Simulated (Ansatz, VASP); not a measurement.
Sb in VASP and in Ansatz

```
Sb
1.0
    -2.75770    2.75770    1.45526
     2.75770   -2.75770    1.45526
     2.75770    2.75770   -1.45526
Sb
2
Direct
  0.62500 0.87500 0.75000
  0.37500 0.12500 0.25000
```

Change from the starting cell: volume scaled by 0.75, PAW files.

Alike in both runs: task single point; functional PBE; k mesh 15 × 15 × 15; occupations fermi-dirac, width 0.08 eV; no spin polarisation.

```csv
,VASP,Ansatz
version,VASP 6.6.1,Ansatz 0.2.0
potentials or method,"VASP PAW PBE potentials, release 64 (Sb)","PAW with Ansatz's default frozen-core files, scalar-relativistic"
plane-wave cutoff (eV),520,420
valence electrons in the cell,10,30
```

Ansatz gave:

- pressure (GPa): 31.0

Question: Which values does VASP return?

Answer: Pressure (GPa): 31.4.

Both programs put the cell under a high pressure, so it lies far from rest at this level. The functional is the same, so the differences come from potentials, cutoffs and numerics. VASP's potentials hold 10 valence electrons a cell and Ansatz's 30, so a difference there can come from the potentials and not from the codes.

Spin-orbit coupling is off throughout.
